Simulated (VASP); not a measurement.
Write the native input for VASP 6.6.1 that does the following.

```yaml
Task: single point
Functional: PBE
Dispersion: D3(BJ)
Potentials_or_basis: VASP PAW PBE potentials, release 64 (Se, W_sv)
Cutoff: 520 eV
k_mesh: 3 × 3 × 1
Occupations: gaussian, width 0.05 eV
Spin: no spin polarisation
Dipole_correction: yes
Further_INCAR_settings: LREAL = Auto; ALGO = Normal; EDIFF = 1e-07; NBANDS = 122
```

The structure of WSe2 lies in POSCAR:

```
WSe2
1.0
    6.5580551065      0.0000000000      0.0000000000
   -3.2790275533      5.6794423217      0.0000000000
    0.0000000000      0.0000000000     27.8927503180
Se W
16 8
Direct
    0.1666666667      0.3333333333      0.2868128783
    0.1666666667      0.8333333333      0.2868128783
    0.6666666667      0.3333333333      0.2868128783
    0.6666666667      0.8333333333      0.2868128783
    0.1666666667      0.3333333333      0.4075877997
    0.1666666667      0.8333333333      0.4075877997
    0.6666666667      0.3333333333      0.4075877997
    0.6666666667      0.8333333333      0.4075877997
    0.3330955098      0.1659747431      0.5162452214
    0.3329679989      0.6658488504      0.5162468379
    0.8327131331      0.1660460267      0.5162819276
    0.8327794127      0.6656628028      0.5162491773
    0.3322118340      0.1653704869      0.6370976695
    0.3329643217      0.6657963538      0.6371422479
    0.8330477336      0.1657393030      0.6371468471
    0.8333339013      0.6664528865      0.6371236153
    0.3333333333      0.1666666667      0.3472003390
    0.3333333333      0.6666666667      0.3472003390
    0.8333333333      0.1666666667      0.3472003390
    0.8333333333      0.6666666667      0.3472003390
    0.1661737378      0.3324132376      0.5766349502
    0.1662015538      0.8325207235      0.5766235165
    0.6661218993      0.3326223043      0.5768228134
    0.6663732111      0.8325886922      0.5766449380
```

One way to write it, as run:

INCAR

```
SYSTEM = WSe2
  ALGO = Normal
  DIPOL = 0.5 0.5 0.462
  EDIFF = 1E-7
  ENCUT = 520
  GGA = PE
  IDIPOL = 3
  ISIF = 2
  ISMEAR = 0
  IVDW = 12
  LASPH = .True.
  LCHARG = .False.
  LDIPOL = .True.
  LREAL = Auto
  LWAVE = .False.
  NBANDS = 122
  NELM = 100
  PREC = Accurate
  SIGMA = 0.05
```

KPOINTS

```
k-points
0
Gamma
  3 3 1
  0 0 0
```

Potentials or basis: VASP PAW PBE potentials, release 64 (Se, W_sv).

Run with:

```bash
$ cat potpaw_PBE.64/Se/POTCAR potpaw_PBE.64/W_sv/POTCAR > POTCAR
$ mpirun -np 1 vasp_std > vasp.out
```

Results of the run:

```
Largest force              : 0.078 eV/Å
Band gap on the k mesh     : 1.28 eV
Dispersion energy per atom : -0.405 eV
```

Caveat: spin-orbit coupling is left out, which moves the levels of the heavy elements.

Wall time 43 min on 1 thread of Oxide Virtual Turin-like Processor (shared host), peak memory 1.1 GiB.
